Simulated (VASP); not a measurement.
# Pd (R-3m) in VASP: settings compared

The runs below take Pd through single point, with revPBE+D3(BJ), PBEsol, PBE+D4.

Everything below comes from runs of VASP 6.6.1. Logs are shortened: lines on timing, memory, paths and dates and some standing lists are left out, and cuts for length are marked.

### 1 The cell of the first run

The typed cell holds 1 atom: a = 2.731 Å, b = 2.731 Å, c = 2.731 Å, α = 60.09°, β = 60.09°, γ = 60.09°.

### 2 Single point, revPBE+D3(BJ)

The input, INCAR:

```
PREC = Accurate ; ENCUT = 520
EDIFF = 1E-7 ; ISMEAR = -1
SIGMA = 0.02 ; LREAL = F
LASPH = T ; NELM = 60
ALGO = Normal ; ISIF = 2
LWAVE = F ; LCHARG = F
GGA = RE ; IVDW = 12
ISYM = 0 ; NBANDS = 11
```

The input, KPOINTS:

```
Automatic mesh
0
Gamma
  15 15 15
  0.5 0.5 0.5
```

The input, POSCAR:

```
Pd
1.0
   -0.0026965930      1.9313812865      1.9313812865
    1.9313812865     -0.0026965930      1.9313812865
    1.9313812865      1.9313812865     -0.0026965930
Pd
1
Direct
    0.0000000000      0.0000000000      0.0000000000
```

Potentials or basis: VASP PAW PBE potentials, release 64 (Pd).

The run is started by

```
> cat potpaw_PBE.64/Pd/POTCAR > POTCAR
> mpirun -np 1 vasp_std > vasp.out
```

OUTCAR:

```text
PREC = Accurate
   ENCUT = 520
   EDIFF = 1E-7
   ISMEAR = -1
   LREAL = F
   LASPH = T
   NELM = 60
   ISIF = 2
   GGA = RE
   IVDW = 12
   ISYM = 0
 IVDW          = 12

 ion  position               nearest neighbor table
   1  0.000  0.000  0.000-

IMPORTANT INFORMATION: All symmetrisations will be switched off!
NOSYMM: (Re-)initialisation of all symmetry stuff for point group C_1.

----------------------------------------------------------------------------------------

                                     Primitive cell

  volume of cell :      14.4392

  direct lattice vectors                    reciprocal lattice vectors
    -0.002696593  1.931381286  1.931381286    -0.258340531  0.258701730  0.258701730
     1.931381286 -0.002696593  1.931381286     0.258701730 -0.258340531  0.258701730
     1.931381286  1.931381286 -0.002696593     0.258701730  0.258701730 -0.258340531

  length of vectors
     2.731386941  2.731386941  2.731386941     0.447876099  0.447876099  0.447876099

  position of ions in fractional coordinates (direct lattice)
     0.000000000  0.000000000  0.000000000

  ion indices of the primitive-cell ions
   primitive index   ion index
                 1           1

----------------------------------------------------------------------------------------

 KPOINTS: Automatic mesh

Automatic generation of k-mesh.
 Grid dimensions read from file:
 generate k-points for:   15   15   15

 Generating k-lattice:

  Cartesian coordinates                     Fractional coordinates (reciprocal lattice)
    -0.017222702  0.017246782  0.017246782     0.066666667  0.000000000 -0.000000000
     0.017246782 -0.017222702  0.017246782     0.000000000  0.066666667 -0.000000000
     0.017246782  0.017246782 -0.017222702     0.000000000  0.000000000  0.066666667

  Length of vectors
     0.029858407  0.029858407  0.029858407

  Shift w.r.t. Gamma in fractional coordinates (k-lattice)
     0.500000000  0.500000000  0.500000000

 Subroutine IBZKPT returns following result:
 ===========================================

 Found   1688 irreducible k-points:

 Following reciprocal coordinates:
            Coordinates               Weight
  0.033333  0.033333  0.033333      2.000000
  0.100000  0.033333  0.033333      2.000000
  0.033333  0.100000  0.033333      2.000000
  0.033333  0.033333  0.100000      2.000000
  0.166667  0.033333  0.033333      2.000000
  0.033333  0.166667  0.033333      2.000000
[... 16 lines left out ...]
 -0.433333  0.033333  0.033333      2.000000
  0.033333 -0.433333  0.033333      2.000000
 [... further k-points ...]
   k-points           NKPTS =   1688   k-points in BZ     NKDIM =   1688   number of bands    NBANDS=     11
   number of dos      NEDOS =    301   number of ions     NIONS =      1
   total plane-waves  NPLWV =   8000
   dimension x,y,z NGX =    20 NGY =   20 NGZ =   20
   dimension x,y,z NGXF=    40 NGYF=   40 NGZF=   40
   ions per type =               1
   NGX,Y,Z   is equivalent  to a cutoff of  12.17, 12.17, 12.17 a.u.
   NGXF,Y,Z  is equivalent  to a cutoff of  24.35, 24.35, 24.35 a.u.
 SYSTEM =  unknown system
   PREC   = accura    normal or accurate (medium, high low for compatibility)
   ISTART =      0    job   : 0-new  1-cont  2-samecut
   ICHARG =      2    charge: 1-file 2-atom 10-const
   ISPIN  =      1    spin polarized calculation?
   LNONCOLLINEAR =      F non collinear calculations
   LSORBIT =      F    spin-orbit coupling
   LASPH  =      T    aspherical Exc in radial PAW
   ENCUT  =  520.0 eV  38.22 Ry    6.18 a.u.   5.08  5.08  5.08*2*pi/ulx,y,z
   NELM   =     60;   NELMIN=  2; NELMDL= -5     # of ELM steps
   EDIFF  = 0.1E-06   stopping-criterion for ELM
   LREAL  =      F    real-space projection
   EDIFFG = 0.1E-05   stopping-criterion for IOM
   NSW    =      0    number of steps for IOM
   IBRION =     -1    ionic relax: 0-MD 1-quasi-New 2-CG
   NFREE  =      0    steps in history (QN), initial steepest desc. (CG)
   ISIF   =      2    stress and relaxation
   ISYM   =      0    0-nonsym 1-usesym 2-fastsym
   POTIM  = 0.5000    time-step for ionic-motion
   TEBEG  =    0.0;   TEEND  =   0.0 temperature during run
   PSTRESS=    0.0 pullay stress
   NELECT =      10.0000    total number of electrons
   NUPDOWN=      -1.0000    fix difference up-down
   EMIN   =  10.00;   EMAX   =-10.00  energy-range for DOS
   EFERMI =   0.00;   METHOD = LEGACY
   ISMEAR =    -1;   SIGMA  =   0.02  broadening in eV -4-tet -1-fermi 0-gaus
   EFERMI_NEDOS =   21; number of points for ismear=-14 and -15
   IALGO  =     38    algorithm
   IMIX   =      4    mixing-type and parameters
     AMIX     =   0.40;   BMIX     =  1.00
     AMIX_MAG =   1.60;   BMIX_MAG =  1.00
  volume/ion in A,a.u.               =      14.44        97.44
  Fermi-wavevector in a.u.,A,eV,Ry     =   1.448418  2.737113 28.543867  2.097915
  Thomas-Fermi vector in A             =   2.566261
   LORBIT       =      0    0 simple, 1 ext, 2 COOP (PROOUT), +10 PAW based schemes
   GGA     = RE    functional components
   LHFCALC =     F    Hartree Fock is set to
   AEXX    =    0.0000 exact exchange contribution
   IVDW    =    12    specifies the selected vdW correction
   LEPSILON=     F    determine dielectric tensor
   LRPA    =     F    only Hartree local field effects (RPA)
 non-spin polarized calculation
  energy-cutoff  :      520.00
  volume of cell :       14.44
 maximum number of plane-waves:       397
   NGX = 11   NGY = 11   NGZ = 11

 number of electron      10.0000003 magnetization

 Free energy of the ion-electron system (eV)
  ---------------------------------------------------
  ext. energy  EPLUGINS =         0.00000000
  ---------------------------------------------------
  free energy    TOTEN  =        -4.69529871 eV

  energy without entropy =       -4.69185216  energy(sigma->0) =       -4.69357544

 E-fermi :  10.2224     XC(G=0): -13.2443

 val. band max:       10.2210897051   @ k =  -0.4333   0.1000  -0.3000
 cond. band min:      10.2227638615   @ k =  -0.2333   0.4333   0.3667
 fundamental gap:      0.0016741564
 Fermi energy:        10.2223649855

 k-point     1 :       0.0333    0.0333    0.0333
  band No.  band energies     occupation
      1       2.9889      2.00000
      2       7.2847      2.00000
      3       7.3045      2.00000
      4       7.3045      2.00000
      5       8.9468      2.00000
      6       8.9468      2.00000
      7      27.4674      0.00000
      8      32.0880      0.00000
      9      32.3626      0.00000
     10      32.3626      0.00000
     11      36.4422      0.00000

 k-point     2 :       0.1000    0.0333    0.0333
  band No.  band energies     occupation
      1       3.2061      2.00000
      2       7.1925      2.00000
      3       7.3709      2.00000
      4       7.4040      2.00000
      5       8.8672      2.00000
      6       8.9578      2.00000
      7      27.6971      0.00000
      8      30.9281      0.00000
      9      32.3458      0.00000
     10      32.7962      0.00000
     11      36.4730      0.00000

 k-point     3 :       0.0333    0.1000    0.0333
  band No.  band energies     occupation
      1       3.2061      2.00000
      2       7.1925      2.00000
      3       7.3709      2.00000
      4       7.4040      2.00000
      5       8.8672      2.00000
      6       8.9578      2.00000
      7      27.6971      0.00000
      8      30.9281      0.00000
      9      32.3458      0.00000
     10      32.7962      0.00000
     11      36.4730      0.00000

 k-point     4 :       0.0333    0.0333    0.1000
  band No.  band energies     occupation
      1       3.2061      2.00000
      2       7.1925      2.00000
      3       7.3709      2.00000
      4       7.4040      2.00000
      5       8.8672      2.00000
      6       8.9578      2.00000
      7      27.6971      0.00000
      8      30.9281      0.00000
      9      32.3458      0.00000
     10      32.7962      0.00000
     11      36.4736      0.00000

 k-point     5 :       0.1667    0.0333    0.0333
  band No.  band energies     occupation
      1       3.7106      2.00000
      2       7.0520      2.00000
      3       7.5140      2.00000
      4       7.5515      2.00000
      5       8.7850      2.00000
      6       8.9705      2.00000
      7      27.9345      0.00000
      8      29.1060      0.00000
      9      32.7083      0.00000
     10      33.5731      0.00000
     11      36.5421      0.00000
[... 211 lines left out ...]
 k-point    21 :       0.0333    0.5000    0.0333
  band No.  band energies     occupation
      1       4.8056      2.00000
      2       7.2378      2.00000
      3       7.2486      2.00000
      4       9.9373      2.00000
      5      10.1639      1.89773
      6      11.4217      0.00000
      7      17.8485      0.00000
      8      26.8384      0.00000
      9      31.3673      0.00000
     10      31.6151      0.00000
     11      36.4660      0.00000

 k-point    22 :       0.0333    0.0333    0.5000
  band No.  band energies     occupation
      1       4.8056      2.00000
      2       7.2378      2.00000
      3       7.2486      2.00000
      4       9.9373      2.00000
      5      10.1639      1.89773
      6      11.4217      0.00000
      7      17.8485      0.00000
      8      26.8384      0.00000
      9      31.3673      0.00000
     10      31.6151      0.00000
     11      36.4658      0.00000

 k-point    23 :      -0.4333    0.0333    0.0333
  band No.  band energies     occupation
      1       4.8170      2.00000
      2       7.2439      2.00000
      3       7.2684      2.00000
      4       9.8225      2.00000
      5      10.1834      1.75024
      6      11.1882      0.00000
      7      18.1717      0.00000
      8      26.8947      0.00000
      9      31.4819      0.00000
     10      31.7005      0.00000
     11      36.4674      0.00000

 k-point    24 :       0.0333   -0.4333    0.0333
  band No.  band energies     occupation
      1       4.8170      2.00000
      2       7.2439      2.00000
      3       7.2684      2.00000
      4       9.8225      2.00000
      5      10.1834      1.75024
      6      11.1882      0.00000
      7      18.1717      0.00000
      8      26.8947      0.00000
      9      31.4819      0.00000
     10      31.7005      0.00000
     11      36.4707      0.00000

 [... further k-points ...]

------------------------ aborting loop because EDIFF is reached ----------------------------------------

 Edisp (eV)   -1.30413

 E8    (eV) :    -0.9191

  FORCE on cell =-STRESS in cart. coord.  units (eV):
  Direction    XX          YY          ZZ          XY          YZ          ZX
  --------------------------------------------------------------------------------------
  -------------------------------------------------------------------------------------
  Total      -0.02884    -0.02884    -0.02884     0.00110     0.00110     0.00110
  in kB      -3.19995    -3.19990    -3.19995     0.12173     0.12177     0.12178
  external pressure =       -3.20 kB  Pullay stress =        0.00 kB

 VOLUME and BASIS-vectors are now :
 -----------------------------------------------------------------------------
  energy-cutoff  :      520.00
  volume of cell :       14.44
      direct lattice vectors                 reciprocal lattice vectors
    -0.002696593  1.931381286  1.931381286    -0.258340531  0.258701730  0.258701730
     1.931381286 -0.002696593  1.931381286     0.258701730 -0.258340531  0.258701730
     1.931381286  1.931381286 -0.002696593     0.258701730  0.258701730 -0.258340531

 POSITION                                       TOTAL-FORCE (eV/Angst)
 -----------------------------------------------------------------------------------
      0.00000      0.00000      0.00000         0.000000      0.000000      0.000000
 -----------------------------------------------------------------------------------
    total drift:                                0.000000      0.000000      0.000000

  FREE ENERGIE OF THE ION-ELECTRON SYSTEM (eV)
  ---------------------------------------------------
  free  energy   TOTEN  =        -5.9994326272 eV

  energy  without entropy=       -5.9959860789  energy(sigma->0) =       -5.99770935
```

Wall time 77 s (1 thread of Intel Xeon 6975P-C (Granite Rapids), shared host); peak memory 0.37 GiB.

Results:

```yaml
Free_energy: -5.9994 eV
Pressure: -0.3 GPa
Band_gap_on_the_k_mesh: zero (bands 5 and 6 overlap by 1.63 eV)
Dispersion_energy_per_atom: -1.304 eV
```

Caveat: the dispersion term is far too large for a dense solid, which distorts pressure and volume; the PAW data sets were made with another functional, which shifts forces and pressure a little.

### 3 Single point, PBEsol

This run uses another cell than the first one, of 14.55 Å³/atom.

The input, INCAR:

```
SYSTEM = Pd
PREC     = Accurate       ! precision mode
ENCUT    = 520            ! plane-wave cutoff, eV
EDIFF    = 1E-6           ! SCF threshold, eV
ISMEAR   = -1             ! smearing method
SIGMA    = 0.02           ! smearing width, eV
LREAL    = .FALSE.        ! projectors in reciprocal space
LASPH    = .TRUE.         ! aspherical terms in the spheres
NELM     = 60             ! most SCF steps
ALGO     = Normal         ! electronic algorithm
ISIF     = 2              ! what is computed and relaxed
LWAVE    = .FALSE.        ! write WAVECAR
LCHARG   = .TRUE.         ! write CHGCAR
GGA      = PS             ! functional
LELF     = .TRUE.         ! ELF
LVHAR    = .TRUE.       
ISYM     = 0            
NBANDS   = 11             ! bands
```

KPOINTS is that of step 2.

The input, POSCAR:

```
Pd
1.0
   -0.0022920192      1.9365087664      1.9365087664
    1.9365087664     -0.0022920192      1.9365087664
    1.9365087664      1.9365087664     -0.0022920192
Pd
1
Direct
    0.0000000000      0.0000000000      0.0000000000
```

Potentials or basis: VASP PAW PBE potentials, release 64 (Pd).

The run is started by

```
> cat potpaw_PBE.64/Pd/POTCAR > POTCAR
> mpirun -np 1 vasp_std > vasp.out
```

Run time: 82 s. Hardware: 1 thread of Intel Xeon 6975P-C (Granite Rapids), shared host; peak memory 0.36 GiB.

It converged, with:

| Property | Result |
| --- | --- |
| Free energy | -5.9608 eV |
| Pressure | -0.3 GPa |
| Band gap on the k mesh | zero (bands 5 and 6 overlap by 1.61 eV) |

Levels at points of the mesh, in eV from the Fermi level:
```
           k point  band 3  band 4  band 5  band 6  band 7  band 8
(0.50, 0.50, 0.50)   -2.96   -0.02   -0.02    0.90    7.40   16.48
```

Caveat: the PAW data sets were made with another functional, which shifts forces and pressure a little.

### 4 Single point, PBE+D4

This run uses another cell than the first one, of 14.91 Å³/atom.

The input, INCAR:

```
SYSTEM = Pd
ALGO = Normal
EDIFF = 1E-6
ENCUT = 520
GGA = PE
ISIF = 2
ISMEAR = -1
ISYM = 0
IVDW = 13
LASPH = .TRUE.
LCHARG = .FALSE.
LREAL = .FALSE.
LWAVE = .FALSE.
NBANDS = 11
NELM = 60
PREC = Accurate
SIGMA = 0.02
```

KPOINTS is that of step 3.

The input, POSCAR:

```
Pd
1.0
   -0.0020554363      1.9524688918      1.9524688918
    1.9524688918     -0.0020554363      1.9524688918
    1.9524688918      1.9524688918     -0.0020554363
Pd
1
Direct
    0.0000000000      0.0000000000      0.0000000000
```

The run is started by

```
> cat potpaw_PBE.64/Pd/POTCAR > POTCAR
> mpirun -np 1 vasp_std > vasp.out
```

It took 82 s on 1 thread of Intel Xeon 6975P-C (Granite Rapids), shared host; peak memory 0.38 GiB.

The run converged. Its results:

- Free energy: -5.6998 eV
- Pressure: -0.3 GPa
- Band gap on the k mesh: zero (bands 5 and 6 overlap by 1.55 eV)
- Dispersion energy per atom: -0.488 eV

Levels at points of the mesh, in eV from the Fermi level:
| k point | band 3 | band 4 | band 5 | band 6 | band 7 | band 8 |
| --- | --- | --- | --- | --- | --- | --- |
| (0.50, 0.50, 0.50) | -2.83 | -0.02 | -0.02 | 1.05 | 7.26 | 16.53 |

### 5 Overview

| level | cell | gap on the mesh (eV) | pressure (GPa) |
| --- | --- | --- | --- |
| revPBE+D3(BJ) | a = 2.731 Å, angles 60.1°, 1 atom | none | -0.3 |
| PBEsol | a = 2.739 Å, angles 60.1°, 1 atom | none | -0.3 |
| PBE+D4 | a = 2.761 Å, angles 60.1°, 1 atom | none | -0.3 |

Alike in all rows: task single point; potentials or basis VASP PAW PBE potentials, release 64 (Pd); no spin polarisation; k mesh 15 × 15 × 15, shifted; cutoff (eV) 520; smearing fermi-dirac 0.02 eV.

Caveats: the PAW data sets were made with another functional, which shifts forces and pressure a little (at least some runs); the dispersion term is far too large for a dense solid, which distorts pressure and volume (at least some runs).

Absolute energies hang on the potentials; compare differences alone.
